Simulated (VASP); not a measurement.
# FeGe (P-6m2) in VASP: further runs

Runs on FeGe. Level: PBE. Tasks: single point.

All numbers are computed with VASP 6.6.1; they aren't measurements. Logs are shortened: lines on timing, memory, paths and dates and some standing lists are left out, and cuts for length are marked.

## Step 1: The cell of the first run

It takes space group P-6m2 (No. 187, hexagonal). Conventional cell: a = 2.975 Å, b = 2.975 Å, c = 3.541 Å, α = 90.00°, β = 90.00°, γ = 120.00°. Fe (site symmetry -6m2) has 6 Ge at 2.47 Å and 6 Fe at 2.97 Å within 3.3 Å. Ge (site symmetry -6m2) has 6 Fe at 2.47 Å and 6 Ge at 2.97 Å within 3.3 Å.

## Step 2: Single point, PBE, collinear spin, ferromagnetic start

Contents of INCAR:

```
SYSTEM = FeGe
  PREC = Accurate
  ENCUT = 520
  EDIFF = 1E-6
  ISMEAR = 0
  SIGMA = 0.1
  LREAL = .False.
  LASPH = .True.
  NELM = 150
  ALGO = Normal
  ISIF = 2
  LWAVE = .False.
  LCHARG = .False.
  ISPIN = 2
  MAGMOM = 4 0
  LORBIT = 11
  LMAXMIX = 4
  GGA = PE
  NBANDS = 22
```

Contents of KPOINTS:

```
regular mesh
0
Gamma
  6 6 4
  0 0 0
```

Contents of POSCAR:

```
FeGe
1.0
    2.9745153121      0.0000000000      0.0000000000
   -1.4872576560      2.5760058242      0.0000000000
    0.0000000000      0.0000000000      3.5411323147
Fe Ge
1 1
Direct
    0.0000000000      0.0000000000      0.0000000000
    0.3333333333      0.6666666667      0.5000000000
```

Potentials or basis: VASP PAW PBE potentials, release 64 (Fe, Ge_d).

Run with:

```console
> cat potpaw_PBE.64/Fe/POTCAR potpaw_PBE.64/Ge_d/POTCAR > POTCAR
> mpirun -np 1 vasp_std > vasp.out
```

OUTCAR:

```text
SYSTEM = FeGe
   PREC = Accurate
   ENCUT = 520
   EDIFF = 1E-6
   ISMEAR = 0
   LREAL = .False.
   LASPH = .True.
   NELM = 150
   ISIF = 2
   ISPIN = 2
   LORBIT = 11
   GGA = PE

 ion  position               nearest neighbor table
   1  0.000  0.000  0.000-   2 2.47   2 2.47   2 2.47   2 2.47   2 2.47   2 2.47
   2  0.333  0.667  0.500-   1 2.47   1 2.47   1 2.47   1 2.47   1 2.47   1 2.47

  LATTYP: Found a hexagonal cell.
 ALAT       =     2.9745153121
 C/A-ratio  =     1.1904905314

  Lattice vectors:

 A1 = (   2.9745153121,   0.0000000000,   0.0000000000)
 A2 = (  -1.4872576560,   2.5760058242,   0.0000000000)
 A3 = (   0.0000000000,   0.0000000000,   3.5411323147)

Analysis of symmetry for initial positions (statically):
=====================================================================
 Subroutine PRICEL returns:
 Original cell was already a primitive cell.

 Routine SETGRP: Setting up the symmetry group for a
 hexagonal supercell.

 Subroutine GETGRP returns: Found 12 space group operations
 (whereof 12 operations were pure point group operations)
 out of a pool of 24 trial point group operations.

The static configuration has the point symmetry D_3h.

Analysis of symmetry for dynamics (positions and initial velocities):
=====================================================================
 Subroutine PRICEL returns:
 Original cell was already a primitive cell.

 Routine SETGRP: Setting up the symmetry group for a
 hexagonal supercell.

 Subroutine GETGRP returns: Found 12 space group operations
 (whereof 12 operations were pure point group operations)
 out of a pool of 24 trial point group operations.

The dynamic configuration has the point symmetry D_3h.

Analysis of structural, dynamic, and magnetic symmetry:
=====================================================================
 Subroutine PRICEL returns:
 Original cell was already a primitive cell.

 Routine SETGRP: Setting up the symmetry group for a
 hexagonal supercell.

 Subroutine GETGRP returns: Found 12 space group operations
 (whereof 12 operations were pure point group operations)
 out of a pool of 24 trial point group operations.

The overall configuration has the point symmetry D_3h.

 Subroutine INISYM returns: Found 12 space group operations
 (whereof 12 operations are pure point group operations),
 and found     1 'primitive' translations

----------------------------------------------------------------------------------------

                                     Primitive cell

  volume of cell :      27.1335

  direct lattice vectors                    reciprocal lattice vectors
     2.974515312  0.000000000  0.000000000     0.336189226  0.194098940  0.000000000
    -1.487257656  2.576005824  0.000000000     0.000000000  0.388197880  0.000000000
     0.000000000  0.000000000  3.541132315     0.000000000  0.000000000  0.282395548

  length of vectors
     2.974515312  2.974515312  3.541132315     0.388197880  0.388197880  0.282395548

  position of ions in fractional coordinates (direct lattice)
     0.000000000  0.000000000  0.000000000
     0.333333333  0.666666667  0.500000000

  ion indices of the primitive-cell ions
   primitive index   ion index
                 1           1
                 2           2

----------------------------------------------------------------------------------------

 KPOINTS: regular mesh

Automatic generation of k-mesh.
 Grid dimensions read from file:
 generate k-points for:    6    6    4

 Generating k-lattice:

  Cartesian coordinates                     Fractional coordinates (reciprocal lattice)
     0.056031538  0.032349823  0.000000000     0.166666667 -0.000000000  0.000000000
     0.000000000  0.064699647  0.000000000     0.000000000  0.166666667  0.000000000
     0.000000000  0.000000000  0.070598887     0.000000000  0.000000000  0.250000000

  Length of vectors
     0.064699647  0.064699647  0.070598887

  Shift w.r.t. Gamma in fractional coordinates (k-lattice)
     0.000000000  0.000000000  0.000000000

 Subroutine IBZKPT returns following result:
 ===========================================

 Found     21 irreducible k-points:

 Following reciprocal coordinates:
            Coordinates               Weight
  0.000000  0.000000  0.000000      1.000000
  0.166667  0.000000  0.000000      6.000000
  0.333333  0.000000  0.000000      6.000000
  0.500000  0.000000  0.000000      3.000000
  0.166667  0.166667  0.000000      6.000000
  0.333333  0.166667  0.000000     12.000000
[... 13 lines left out ...]
  0.333333  0.166667  0.500000     12.000000
  0.333333  0.333333  0.500000      2.000000
   k-points           NKPTS =     21   k-points in BZ     NKDIM =     21   number of bands    NBANDS=     22
   number of dos      NEDOS =    301   number of ions     NIONS =      2
   total plane-waves  NPLWV =  16128
   dimension x,y,z NGX =    24 NGY =   24 NGZ =   28
   dimension x,y,z NGXF=    48 NGYF=   48 NGZF=   56
   ions per type =               1   1
   NGX,Y,Z   is equivalent  to a cutoff of  13.41, 13.41, 13.15 a.u.
   NGXF,Y,Z  is equivalent  to a cutoff of  26.83, 26.83, 26.29 a.u.
 SYSTEM =  FeGe
   PREC   = accura    normal or accurate (medium, high low for compatibility)
   ISTART =      0    job   : 0-new  1-cont  2-samecut
   ICHARG =      2    charge: 1-file 2-atom 10-const
   ISPIN  =      2    spin polarized calculation?
   LNONCOLLINEAR =      F non collinear calculations
   LSORBIT =      F    spin-orbit coupling
   LASPH  =      T    aspherical Exc in radial PAW
   ENCUT  =  520.0 eV  38.22 Ry    6.18 a.u.   5.53  5.53  6.58*2*pi/ulx,y,z
   NELM   =    150;   NELMIN=  2; NELMDL= -5     # of ELM steps
   EDIFF  = 0.1E-05   stopping-criterion for ELM
   LREAL  =      F    real-space projection
   EDIFFG = 0.1E-04   stopping-criterion for IOM
   NSW    =      0    number of steps for IOM
   IBRION =     -1    ionic relax: 0-MD 1-quasi-New 2-CG
   NFREE  =      0    steps in history (QN), initial steepest desc. (CG)
   ISIF   =      2    stress and relaxation
   ISYM   =      2    0-nonsym 1-usesym 2-fastsym
   POTIM  = 0.5000    time-step for ionic-motion
   TEBEG  =    0.0;   TEEND  =   0.0 temperature during run
   PSTRESS=    0.0 pullay stress
   NELECT =      22.0000    total number of electrons
   NUPDOWN=      -1.0000    fix difference up-down
   EMIN   =  10.00;   EMAX   =-10.00  energy-range for DOS
   EFERMI =   0.00;   METHOD = LEGACY
   ISMEAR =     0;   SIGMA  =   0.10  broadening in eV -4-tet -1-fermi 0-gaus
   EFERMI_NEDOS =   21; number of points for ismear=-14 and -15
   IALGO  =     38    algorithm
   IMIX   =      4    mixing-type and parameters
     AMIX     =   0.40;   BMIX     =  1.00
     AMIX_MAG =   1.60;   BMIX_MAG =  1.00
  volume/ion in A,a.u.               =      13.57        91.55
  Fermi-wavevector in a.u.,A,eV,Ry     =   1.526560  2.884781 31.706835  2.330387
  Thomas-Fermi vector in A             =   2.634577
   LORBIT       =     11    0 simple, 1 ext, 2 COOP (PROOUT), +10 PAW based schemes
   GGA     = PE    functional components
   LHFCALC =     F    Hartree Fock is set to
   AEXX    =    0.0000 exact exchange contribution
   IVDW    =     0    specifies the selected vdW correction
   LEPSILON=     F    determine dielectric tensor
   LRPA    =     F    only Hartree local field effects (RPA)
 spin polarized calculation
 Gauss-broadening in eV      SIGMA  =   0.10
  energy-cutoff  :      520.00
  volume of cell :       27.13
 maximum number of plane-waves:       753
 NGX is ok and might be reduce to    24
   NGX = 11   NGY = 11   NGZ = 13

 number of electron      21.9999995 magnetization       1.7544087

 Free energy of the ion-electron system (eV)
  ---------------------------------------------------
  ext. energy  EPLUGINS =         0.00000000
  ---------------------------------------------------
  free energy    TOTEN  =       -12.76513245 eV

  energy without entropy =      -12.76039239  energy(sigma->0) =      -12.76276242

 E-fermi :   7.4489     XC(G=0): -12.5624

 val. band max:        7.4353399441   @ k =   0.0000   0.0000   0.0000
 cond. band min:       7.4584397918   @ k =   0.1667   0.0000   0.2500
 fundamental gap:      0.0230998478
 Fermi energy:         7.4488978150

 spin component 1

 k-point     1 :       0.0000    0.0000    0.0000
  band No.  band energies     occupation
      1     -17.0968      1.00000
      2     -17.0968      1.00000
      3     -17.0273      1.00000
      4     -16.9885      1.00000
      5     -16.9885      1.00000
      6      -5.4316      1.00000
[... 14 lines left out ...]
     21      28.6627      0.00000
     22      28.6627      0.00000
[... 476 lines left out ...]
 k-point    21 :       0.3333    0.3333    0.5000
  band No.  band energies     occupation
      1     -17.0556      1.00000
      2     -17.0506      1.00000
      3     -17.0325      1.00000
      4     -17.0268      1.00000
      5     -16.9396      1.00000
      6       0.5474      1.00000
[... 14 lines left out ...]
     21      30.7346      0.00000
     22      31.6844      0.00000
 Fermi energy:         7.4488978150

 spin component 2

 k-point     1 :       0.0000    0.0000    0.0000
  band No.  band energies     occupation
      1     -17.1083      1.00000
      2     -17.1083      1.00000
      3     -17.0435      1.00000
      4     -16.9987      1.00000
      5     -16.9987      1.00000
      6      -5.4444      1.00000
[... 14 lines left out ...]
     21      28.5674      0.00000
     22      28.5674      0.00000
[... 477 lines left out ...]
  band No.  band energies     occupation
      1     -17.0667      1.00000
      2     -17.0618      1.00000
      3     -17.0423      1.00000
      4     -17.0373      1.00000
      5     -16.9552      1.00000
      6       0.6565      1.00000
[... 14 lines left out ...]
     21      30.7483      0.00000
     22      31.9135      0.00000

------------------------ aborting loop because EDIFF is reached ----------------------------------------

  FORCE on cell =-STRESS in cart. coord.  units (eV):
  Direction    XX          YY          ZZ          XY          YZ          ZX
  --------------------------------------------------------------------------------------
  -------------------------------------------------------------------------------------
  Total       -0.0152576     -0.0152576     -0.0122644     -0.0000000     -0.0000000      0.0000000
  in kB       -0.9009322     -0.9009322     -0.7241877     -0.0000000     -0.0000000      0.0000000
  external PRESSURE =      -0.8420174 kB  Pullay stress =       0.0000000 kB

 VOLUME and BASIS-vectors are now :
 -----------------------------------------------------------------------------
  energy-cutoff  :      520.00
  volume of cell :       27.13
      direct lattice vectors                 reciprocal lattice vectors
     2.974515312  0.000000000  0.000000000     0.336189226  0.194098940  0.000000000
    -1.487257656  2.576005824  0.000000000     0.000000000  0.388197880  0.000000000
     0.000000000  0.000000000  3.541132315     0.000000000  0.000000000  0.282395548

 POSITION                                       TOTAL-FORCE (eV/Angst)
 -----------------------------------------------------------------------------------
      0.00000      0.00000      0.00000         0.000000     -0.000000      0.000000
     -0.00000      1.71734      1.77057        -0.000000      0.000000      0.000000
 -----------------------------------------------------------------------------------
    total drift:                               -0.000000      0.000000     -0.000000

  FREE ENERGIE OF THE ION-ELECTRON SYSTEM (eV)
  ---------------------------------------------------
  free  energy   TOTEN  =       -12.7651324503 eV

  energy  without entropy=      -12.7603923853  energy(sigma->0) =      -12.76276242

 total charge

# of ion       s       p       d       tot
------------------------------------------
    1        0.373   0.458   6.400   7.232
    2        1.140   1.222  10.091  12.453
--------------------------------------------------
tot          1.514   1.680  16.491  19.684

 magnetization (x)

# of ion       s       p       d       tot
------------------------------------------
    1        0.014   0.006   1.826   1.846
    2       -0.004  -0.054  -0.006  -0.064
--------------------------------------------------
tot          0.010  -0.048   1.820   1.782
```

It took 22 s on 1 thread of Intel Xeon 6975P-C, shared host; peak memory 0.16 GiB.

What came out:

| Property | Result |
| --- | --- |
| Free energy | -12.7651 eV |
| Pressure | -0.1 GPa |
| Net moment | 1.75 μB per cell |
| Site moments | Fe +1.85; Ge -0.06 μB |
| Valence electrons inside the program's atomic spheres | Fe 7.23; Ge 12.45 |

Caveat: the k points lie up to 0.44 Å⁻¹ apart.

[end of part 1 of 2]
